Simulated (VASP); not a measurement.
Write the native input for VASP 6.6.1 that does the following.

```yaml
Task: single point
Functional: PBE
Potentials_or_basis: VASP PAW PBE potentials, release 64 (Mg, S)
Cutoff: 520 eV
k_mesh: 8 × 8 × 8
Occupations: fermi-dirac, width 0.02 eV
Spin: no spin polarisation
Dipole_correction: no
Further_INCAR_settings: ALGO = Normal; EDIFF = 1e-06; NBANDS = 11
```

The structure of MgS lies in POSCAR:

```
MgS
1.0
    0.0000000000      2.6015176528      2.6015176528
    2.6015176528      0.0000000000      2.6015176528
    2.6015176528      2.6015176528      0.0000000000
Mg S
1 1
Direct
    0.0000000000      0.0000000000      0.0000000000
    0.5000000000      0.5000000000      0.5000000000
```

The input as run:

INCAR

```
ALGO     = Normal         # electronic algorithm
EDIFF    = 1E-6           # SCF threshold, eV
ENCUT    = 520            # plane-wave cutoff, eV
GGA      = PE             # functional
ISIF     = 2              # what is computed and relaxed
ISMEAR   = -1             # smearing method
LASPH    = True           # aspherical terms in the spheres
LCHARG   = False          # write CHGCAR
LREAL    = False          # projectors in reciprocal space
LWAVE    = False          # write WAVECAR
NBANDS   = 11             # bands
NELM     = 60             # most SCF steps
PREC     = Accurate       # precision mode
SIGMA    = 0.02           # smearing width, eV
```

KPOINTS

```
k-points
0
Gamma
  8 8 8
```

Potentials or basis: VASP PAW PBE potentials, release 64 (Mg, S).

Launch:

```bash
$ cat potpaw_PBE.64/Mg/POTCAR potpaw_PBE.64/S/POTCAR > POTCAR
$ mpirun -np 1 vasp_std > vasp.out
```

It gave:

```yaml
Pressure: 0.9 GPa
Band_gap_on_the_k_mesh: 2.78 eV, indirect (least direct gap 3.71 eV)
```

Run time: 5.1 s on 1 thread of Intel(R) Xeon(R) 6975P-C (Granite Rapids), on a shared host, peak memory 0.16 GiB.
